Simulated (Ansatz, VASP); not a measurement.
# Ge3Te2S: VASP beside Ansatz

```
Ge Te S
1.0
     6.30061    0.00000    0.00000
    -3.15030    5.45649    0.00000
     0.00000    0.00000    5.69136
Ge Te S
3 2 1
Cartesian
  -1.5752 2.7282 5.5144
  3.1503 0.0000 5.5144
  1.5752 2.7282 5.5144
  3.1503 1.8188 3.5197
  0.0000 3.6377 3.5197
  0.0000 0.0000 0.1501
```

Change from the starting cell: species swapped into the NaSn2Pd3 type (P6mm, No. 183).

Alike in both runs: functional PBE; k mesh 6 × 6 × 8; occupations gaussian, width 0.1 eV; no spin polarisation.

Ansatz relaxed the structure, and its values are those at the end. VASP's run is a single point on that final structure, the one shown.

|  | VASP | Ansatz |
| --- | --- | --- |
| version | VASP 6.6.1 | Ansatz 0.2.0 |
| potentials or method | VASP PAW PBE potentials, release 64 (Ge_d, Te, S), cutoff 520 eV | scalar-relativistic, plane waves, PAW |
| valence electrons in the cell | 60 | 80 |

|  | VASP | Ansatz | Ansatz less VASP |
| --- | --- | --- | --- |
| gap on the k mesh at the Fermi level (eV) | 0.30 | 0.31 | +0.009 |
| least direct gap on the mesh (eV) | 0.51 | 0.52 | +0.009 |
| pressure (GPa) | 0.0 | 0.0 | -0.03 |
| rms of the force components (eV/Å) | 0.015 | 0.000 | -0.0149 |

The functional is the same, so the differences come from potentials, cutoffs and numerics. VASP's potentials hold 60 valence electrons a cell and Ansatz's 80, so a difference there can come from the potentials and not from the codes.

Neither program's run includes spin-orbit coupling.
